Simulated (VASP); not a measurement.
**H17O8F: single point with r2SCAN+D3(BJ)**

The system is H17O8F.

```xyz
26
Lattice="6.3483 0.0000 0.0000 0.0000 6.3483 0.0000 0.0000 0.0000 6.3483" Properties=species:S:1:pos:R:3 pbc="T T T"
O     5.6552    0.7341    2.0910
O     1.3702    6.1445    0.9259
O     1.6903    1.1517    3.7935
O     4.7361    5.6377    5.6720
O     3.3476    1.3800    7.1303
O     4.4359    4.9980    3.1328
O     1.5836    3.6978    5.1874
O     2.2884    3.7511    2.2793
H     4.9556    1.2476    1.6641
H     5.1862    0.1306    2.6502
H     0.5157    6.6202    1.3208
H     1.1800    5.7823    0.0775
H     0.8804    1.1750    3.2267
H     2.3775    1.6375    3.3071
H     4.2525    6.3880    6.0657
H     4.5363    5.3988    4.7452
H     2.8623    1.7815    6.3437
H     2.7782    0.6384    7.3084
H     3.6612    4.4777    2.7681
H     5.2631    4.5799    2.9249
H     1.5681    3.1621    4.3807
H     0.8750    3.3507    5.7230
H     1.8369    4.5632    1.9291
H     2.7664    3.5036    1.4587
H     5.2257    4.7959    0.1856
F     5.6643    4.0539    0.6836
```

- Program: VASP 6.6.1
- Task: single point
- Functional: r2SCAN
- Dispersion: D3(BJ)
- Potentials or basis: VASP PAW PBE potentials, release 64 (O, H, F)
- Cutoff: 580 eV
- k mesh: 1 × 1 × 1
- Occupations: fermi-dirac, width 0.02 eV
- Spin: no spin polarisation
- Dipole correction: no
- Further INCAR settings: ALGO = Normal; EDIFF = 1e-06; NBANDS = 55

```
Pressure                   : 0.7 GPa
Largest force              : 2.940 eV/Å
Dispersion energy per atom : -0.017 eV
```

Forces in eV/Å, atoms in the order of the input:
```
O    0.947  1.529 -0.310
O   -0.642  0.757  1.941
O   -0.375  0.162 -0.356
O    0.067  0.975  0.540
O    0.707  1.992 -2.044
O   -0.591  0.533  0.740
O    0.494  0.238 -0.129
O    0.499  0.759 -1.301
H   -0.121  0.325 -0.458
H   -0.824 -1.312  0.686
H    1.178 -1.151 -0.842
H   -0.488 -0.546 -1.244
H    0.772  0.074  0.356
H   -0.438 -0.216 -0.126
H   -0.068 -0.017 -0.538
H   -0.505  0.067 -0.299
H    0.918 -0.302  1.200
H   -1.525 -1.251  0.572
H    0.227  0.096  0.350
H    0.475 -0.808 -0.574
H    0.028 -0.013  0.137
H   -0.685 -0.105  0.471
H   -0.201 -0.103  0.380
H   -0.301 -0.558  0.451
H   -0.139  0.061 -0.664
F    0.591 -1.187  1.061
```

Stress tensor (GPa, compression positive):
```
-0.11  1.38 -0.55
 1.38  1.96 -0.57
-0.55 -0.57  0.21
```

Levels at points of the mesh, in eV from the Fermi level:
| k point | band 33 | band 34 | band 35 | band 36 | band 37 | band 38 | band 39 | band 40 |
| --- | --- | --- | --- | --- | --- | --- | --- | --- |
| (0.00, 0.00, 0.00) | -1.32 | -0.93 | -0.86 | -0.48 | 4.83 | 8.14 | 8.29 | 8.86 |

It took 6.2 min on 1 thread of Intel Xeon 8259CL, on a shared host, peak memory 0.36 GiB.

Caveat: the k points lie up to 0.99 Å⁻¹ apart; the atoms stand as in a frame of molecular dynamics; the PAW data sets were made with another functional, which shifts forces and pressure a little.
